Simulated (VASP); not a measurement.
Write the native input for VASP 6.6.1 that does the following.

| Quantity | Value |
| --- | --- |
| Task | single point |
| Functional | PBEsol |
| Potentials or basis | VASP PAW PBE potentials, release 64 (W_sv) |
| Cutoff | 520 eV |
| k mesh | 10 × 10 × 1 |
| Occupations | methfessel-paxton, width 0.1 eV |
| Spin | no spin polarisation |
| Dipole correction | yes |
| Further INCAR settings | ALGO = Normal; EDIFF = 1e-06; NBANDS = 73 |

The structure of W lies in POSCAR:

```
W
1.0
    3.1544505420      0.0000000000      0.0000000000
    0.0000000000      3.1544505420      0.0000000000
    0.0000000000      0.0000000000     28.6178021660
W
9
Direct
    0.0000000000      0.0000000000      0.2851892827
    0.5000000000      0.5000000000      0.3339165613
    0.0000000000      0.0000000000      0.3902669234
    0.5000000000      0.5000000000      0.4449793417
    0.0000000000      0.0000000000      0.4999999998
    0.5000000000      0.5000000000      0.5550206581
    0.0000000000      0.0000000000      0.6097330768
    0.5000000000      0.5000000000      0.6660834392
    0.0000000000      0.0000000000      0.7148107170
```

These files were run (other wordings do the same):

INCAR

```
SYSTEM = W
  PREC = Accurate
  ENCUT = 520
  EDIFF = 1E-6
  ISMEAR = 1
  SIGMA = 0.1
  LREAL = .False.
  LASPH = .True.
  NELM = 80
  ALGO = Normal
  ISIF = 2
  LWAVE = .False.
  LCHARG = .True.
  LDIPOL = .True.
  IDIPOL = 3
  DIPOL = 0.5 0.5 0.500
  GGA = PS
  LELF = .True.
  LVHAR = .True.
  LVACPOTAV = .True.
  NBANDS = 73
```

KPOINTS

```
Automatic mesh
0
Gamma
  10 10 1
  0 0 0
```

Potentials or basis: VASP PAW PBE potentials, release 64 (W_sv).

The run is started by

```console
$ cat potpaw_PBE.64/W_sv/POTCAR > POTCAR
$ mpirun -np 1 vasp_std > vasp.out
```

It gave:

The largest force is 0.047 eV/Å. The band gap on the k mesh is zero (bands 63 and 64 overlap by 2.17 eV).

Caveat: the PAW data sets were made with another functional, which shifts forces and pressure a little; spin-orbit coupling is left out, which moves the levels of the heavy elements.

It took 15 min on 1 thread of Intel(R) Xeon(R) Platinum 8259CL CPU @ 2.50GHz (Skylake/Cascade Lake), with other jobs on the host, peak memory 0.5 GiB.
